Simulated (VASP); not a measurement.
# Sn (I4_1/amd) in VASP: a series of runs, part 2 of 2

VASP 6.6.1. The steps go on from the part before.

### 3 Single point, PBEsol (strain -0.0450 x Voigt [1, 1, 0, 0, 0, 0])

INCAR

```
SYSTEM = Sn
  PREC = Accurate
  ENCUT = 520
  EDIFF = 1E-6
  ISMEAR = 0
  SIGMA = 0.15
  LREAL = .False.
  LASPH = .True.
  NELM = 100
  ALGO = Fast
  ISIF = 2
  LWAVE = .False.
  LCHARG = .False.
  GGA = PS
  NBANDS = 21
```

KPOINTS

```
Automatic mesh
0
Gamma
  16 16 16
  0 0 0
```

POSCAR

```
Sn
1.0
   -2.8078341348      2.8078341348      1.5993019889
    2.8078341348     -2.8078341348      1.5993019889
    2.8078341348      2.8078341348     -1.5993019889
Sn
2
Direct
    0.7500000000      0.2500000000      0.5000000000
    0.0000000000      0.0000000000      0.0000000000
```

Potentials or basis: VASP PAW PBE potentials, release 64 (Sn_d).

Command:

```
cat potpaw_PBE.64/Sn_d/POTCAR > POTCAR
mpirun -np 1 vasp_std > vasp.out
```

Run time: 4.7 min. Hardware: 1 thread of Intel Xeon Platinum 8259CL at 2.50GHz (Skylake/Cascade Lake), shared host; peak memory 0.4 GiB.

The run converged. Its results:

```yaml
Free_energy: -8.4608 eV
Pressure: 4.4 GPa
Band_gap_on_the_k_mesh: zero (bands 14 and 15 overlap by 5.15 eV)
```

Stress tensor (GPa, compression positive):
```
5.81 0.00 0.00
0.00 5.81 0.00
0.00 0.00 1.66
```

Levels at points of the mesh, in eV from the Fermi level:
```
           k point  band 12  band 13  band 14  band 15  band 16  band 17
(0.00, 0.00, 0.00)    -2.97    -2.03    -2.03     2.99     6.64     6.72
(0.50, 0.00, 0.00)    -5.86    -2.23    -1.75    -1.50     2.07     3.06
(0.50, 0.50, 0.00)    -9.26     0.79     0.79     2.06     2.06     5.58
(0.50, 0.50, 0.50)    -7.58    -5.24    -5.24     4.41     4.41    10.72
```

Caveat: the cell differs from its parent crystal (strain -0.0450 x Voigt [1, 1, 0, 0, 0, 0]); the cell stands under pressure; the PAW data sets were made with another functional, which shifts forces and pressure a little; spin-orbit coupling is left out, which moves the levels of the heavy elements.

### 4 Single point, PBEsol (strain -0.0300 x Voigt [1, 1, 0, 0, 0, 0])

INCAR

```
SYSTEM = Sn
ALGO = Fast ; EDIFF = 1E-6
ENCUT = 520 ; GGA = PS
ISIF = 2 ; ISMEAR = 0
LASPH = .True. ; LCHARG = .True.
LELF = .True. ; LREAL = .False.
LVHAR = .True. ; LWAVE = .False.
NBANDS = 21 ; NELM = 60
PREC = Accurate ; SIGMA = 0.15
```

KPOINTS

```
k-points
0
Gamma
  16 16 16
  0 0 0
```

POSCAR

```
Sn
1.0
   -2.8519362416      2.8519362416      1.5993019889
    2.8519362416     -2.8519362416      1.5993019889
    2.8519362416      2.8519362416     -1.5993019889
Sn
2
Direct
    0.7500000000      0.2500000000      0.5000000000
    0.0000000000      0.0000000000      0.0000000000
```

Command:

```
cat potpaw_PBE.64/Sn_d/POTCAR > POTCAR
mpirun -np 1 vasp_std > vasp.out
```

It took 4.4 min on 1 thread of Intel Xeon Platinum 8259CL at 2.50GHz (Skylake/Cascade Lake), shared host; peak memory 0.4 GiB.

It converged, with:

```yaml
Free_energy: -8.5046 eV
Pressure: 2.1 GPa
Band_gap_on_the_k_mesh: zero (bands 14 and 15 overlap by 4.85 eV)
```

Stress tensor (GPa, compression positive):
```
3.01 0.00 0.00
0.00 3.01 0.00
0.00 0.00 0.26
```

Levels at points of the mesh, in eV from the Fermi level:
```
           k point  band 11  band 12  band 13  band 14  band 15  band 16  band 17  band 18
(0.00, 0.00, 0.00)   -11.49    -3.25    -2.01    -2.01     2.97     6.64     6.64     6.66
(0.50, 0.00, 0.00)    -7.24    -5.68    -2.28    -1.73    -1.37     2.13     2.96     4.94
(0.50, 0.50, 0.00)    -9.11    -9.11     0.71     0.71     1.86     1.86     5.70     5.70
(0.50, 0.50, 0.50)    -7.57    -7.57    -5.07    -5.07     4.61     4.61    10.17    10.17
```

Caveat: the cell differs from its parent crystal (strain -0.0300 x Voigt [1, 1, 0, 0, 0, 0]); the PAW data sets were made with another functional, which shifts forces and pressure a little; spin-orbit coupling is left out, which moves the levels of the heavy elements.

### 5 Single point, PBEsol (strain -0.0150 x Voigt [1, 1, 0, 0, 0, 0])

INCAR

```
SYSTEM = Sn
  PREC = Accurate
  ENCUT = 520
  EDIFF = 1E-7
  ISMEAR = 0
  SIGMA = 0.15
  LREAL = .False.
  LASPH = .True.
  NELM = 100
  ALGO = Fast
  ISIF = 2
  LWAVE = .False.
  LCHARG = .True.
  GGA = PS
  LELF = .True.
  LVHAR = .True.
  NBANDS = 21
```

KPOINTS

```
regular mesh
0
Gamma
  16 16 16
  0 0 0
```

POSCAR

```
Sn
1.0
   -2.8960383485      2.8960383485      1.5993019889
    2.8960383485     -2.8960383485      1.5993019889
    2.8960383485      2.8960383485     -1.5993019889
Sn
2
Direct
    0.7500000000      0.2500000000      0.5000000000
    0.0000000000      0.0000000000      0.0000000000
```

Potentials or basis: VASP PAW PBE potentials, release 64 (Sn_d).

Command:

```
cat potpaw_PBE.64/Sn_d/POTCAR > POTCAR
mpirun -np 1 vasp_std > vasp.out
```

OUTCAR:

```text
SYSTEM = Sn
   PREC = Accurate
   ENCUT = 520
   EDIFF = 1E-7
   ISMEAR = 0
   LREAL = .False.
   LASPH = .True.
   NELM = 100
   ISIF = 2
   GGA = PS

 ion  position               nearest neighbor table
   1  0.750  0.250  0.500-   2 3.00   2 3.00   2 3.00   2 3.00
   2  0.000  0.000  0.000-   1 3.00   1 3.00   1 3.00   1 3.00

  LATTYP: Found a body centered tetragonal cell.
 ALAT       =     5.7920766970
 C/A-ratio  =     0.5522378492

  Lattice vectors:

 A1 = (  -2.8960383485,   2.8960383485,   1.5993019889)
[... 193 lines left out ...]
      4     -13.4535      2.00000
      5     -13.3130      2.00000
      6     -13.3130      2.00000
[... 565 lines left out ...]
     20      18.2274      0.00000
     21      18.4366      0.00000

 [... further k-points ...]
[... 5 lines left out ...]
  --------------------------------------------------------------------------------------
  -------------------------------------------------------------------------------------
  Total        0.2185811      0.2185811     -0.3293790      0.0000000      0.0000000      0.0000000
  in kB        6.5271567      6.5271567     -9.8357482      0.0000000      0.0000000      0.0000000
  external PRESSURE =       1.0728551 kB  Pullay stress =       0.0000000 kB

 VOLUME and BASIS-vectors are now :
 -----------------------------------------------------------------------------
  energy-cutoff  :      520.00
  volume of cell :       53.65
      direct lattice vectors                 reciprocal lattice vectors
    -2.896038348  2.896038348  1.599301989     0.000000000  0.172649647  0.312636390
     2.896038348 -2.896038348  1.599301989     0.172649647  0.000000000  0.312636390
     2.896038348  2.896038348 -1.599301989     0.172649647  0.172649647  0.000000000

 POSITION                                       TOTAL-FORCE (eV/Angst)
 -----------------------------------------------------------------------------------
     -0.00000      2.89604      0.79965        -0.000000      0.000000     -0.000000
      0.00000      0.00000      0.00000         0.000000     -0.000000      0.000000
 -----------------------------------------------------------------------------------
    total drift:                               -0.000000      0.000000     -0.000000

  FREE ENERGIE OF THE ION-ELECTRON SYSTEM (eV)
  ---------------------------------------------------
  free  energy   TOTEN  =        -8.5232972030 eV

  energy  without entropy=       -8.5138244580  energy(sigma->0) =       -8.51856083
```

OSZICAR:

```text
N       E                     dE             d eps       ncg     rms          rms(c)
DAV:   1     0.221996764556E+03    0.22200E+03   -0.14320E+04 14885   0.209E+03
DAV:   2     0.145163734875E+02   -0.20748E+03   -0.20319E+03 14763   0.454E+02
DAV:   3    -0.783943949400E+01   -0.22356E+02   -0.22172E+02 16926   0.135E+02
DAV:   4    -0.854040327581E+01   -0.70096E+00   -0.70051E+00 16695   0.264E+01
DAV:   5    -0.856897561101E+01   -0.28572E-01   -0.28571E-01 20742   0.501E+00    0.249E+00
RMM:   6    -0.853416691280E+01    0.34809E-01   -0.44323E-02 17825   0.256E+00    0.141E+00
RMM:   7    -0.852356318218E+01    0.10604E-01   -0.30552E-02 17694   0.199E+00    0.174E-01
RMM:   8    -0.852317225198E+01    0.39093E-03   -0.39272E-03 19654   0.707E-01    0.546E-02
RMM:   9    -0.852328183085E+01   -0.10958E-03   -0.11163E-03 21850   0.274E-01    0.389E-02
RMM:  10    -0.852329201595E+01   -0.10185E-04   -0.13608E-04 19412   0.147E-01    0.202E-02
RMM:  11    -0.852329538947E+01   -0.33735E-05   -0.78967E-05 21272   0.909E-02    0.109E-02
RMM:  12    -0.852329788509E+01   -0.24956E-05   -0.28520E-05 24539   0.407E-02    0.874E-03
RMM:  13    -0.852329801189E+01   -0.12680E-06   -0.15802E-06 17502   0.105E-02    0.864E-03
RMM:  14    -0.852329736686E+01    0.64502E-06   -0.33829E-07 12000   0.693E-03    0.384E-03
RMM:  15    -0.852329715813E+01    0.20873E-06   -0.64607E-07 17211   0.103E-02    0.123E-03
RMM:  16    -0.852329720295E+01   -0.44826E-07   -0.10049E-07  8866   0.278E-03
   1 F= -.85232972E+01 E0= -.85185608E+01  d E =-.947274E-02
```

Wall time 8.2 min (1 thread of Intel Xeon Platinum 8259CL at 2.50GHz (Skylake/Cascade Lake), shared host); peak memory 0.43 GiB.

Results:

| Quantity | Value |
| --- | --- |
| Free energy | -8.5233 eV |
| Pressure | 0.1 GPa |
| Band gap on the k mesh | zero (bands 14 and 15 overlap by 4.48 eV) |

Stress tensor (GPa, compression positive):
```
 0.65  0.00  0.00
 0.00  0.65  0.00
 0.00  0.00 -0.98
```

Caveat: the cell differs from its parent crystal (strain -0.0150 x Voigt [1, 1, 0, 0, 0, 0]); the PAW data sets were made with another functional, which shifts forces and pressure a little; spin-orbit coupling is left out, which moves the levels of the heavy elements.

### 6 Overview

```tsv
cell	further INCAR settings	gap on the mesh (eV)	pressure (GPa)
a = 4.223 Å, angles 98.2, 98.2, 135.5°, 2 atoms	ALGO = Fast; EDIFF = 1e-06; NBANDS = 21	none	7.2
a = 4.281 Å, angles 98.0, 98.0, 136.1°, 2 atoms	ALGO = Fast; EDIFF = 1e-06; NBANDS = 21	none	4.4
a = 4.339 Å, angles 97.8, 97.8, 136.7°, 2 atoms	ALGO = Fast; EDIFF = 1e-06; NBANDS = 21	none	2.1
a = 4.397 Å, angles 97.6, 97.6, 137.3°, 2 atoms	ALGO = Fast; EDIFF = 1e-07; NBANDS = 21	none	0.1
```

Alike in all rows: task single point; level PBEsol; potentials or basis VASP PAW PBE potentials, release 64 (Sn_d); no spin polarisation; k mesh 16 × 16 × 16; cutoff (eV) 520; smearing gaussian 0.15 eV.

Caveats: the PAW data sets were made with another functional, which shifts forces and pressure a little; spin-orbit coupling is left out, which moves the levels of the heavy elements; the stress differs along the axes, from 3 to 9 GPa (at least some runs); the cell stands under pressure (at least some runs).

Absolute energies hang on the potentials; compare differences alone.
